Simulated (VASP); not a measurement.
**BaO3: single point with PBE**

Crystal: BaO3.

```
Ba O
1.0
     0.00000    3.17215    3.17215
     3.17215    0.00000    3.17215
     3.17215    3.17215    0.00000
Ba O
1 3
Direct
  0.50000 0.50000 0.50000
  0.25000 0.25000 0.25000
  0.75000 0.75000 0.75000
  0.00000 0.00000 0.00000
```

The cell was built from a structure type or drawn by symmetry, and may not be a known phase.

```
Program                : VASP 6.6.1
Task                   : single point
Functional             : PBE
Potentials or basis    : VASP PAW PBE potentials, release 64 (Ba_sv, O)
Cutoff                 : 600 eV
k mesh                 : 6 × 6 × 6
Occupations            : gaussian, width 0.1 eV
Spin                   : no spin polarisation
Dipole correction      : no
Further INCAR settings : ALGO = Normal; EDIFF = 1e-06; NBANDS = 22
```

```json
{
 "Pressure": "-3.7 GPa",
 "Band gap on the k mesh": "zero (bands 14 and 15 overlap by 0.53 eV)"
}
```

Levels at points of the mesh, in eV from the Fermi level:
```csv
k point,band 10,band 11,band 12,band 13,band 14,band 15,band 16,band 17,band 18,band 19
"(0.00, 0.00, 0.00)",-1.88,-1.54,-1.54,-1.54,0.41,0.41,0.41,7.65,7.65,8.69
"(0.50, 0.00, 0.00)",-1.87,-0.49,-0.42,-0.42,-0.12,-0.12,0.03,9.08,9.17,9.17
"(0.50, 0.50, 0.00)",-1.63,-0.88,-0.52,-0.52,-0.22,0.26,0.26,8.06,8.09,9.12
```

It took 54 s on 1 thread of AMD EPYC 7R43 64-Core Processor (Zen 3) (shared host), peak memory 0.17 GiB.

Caveat: the cell stands under tension; spin-orbit coupling is left out, which moves the levels of the heavy elements.
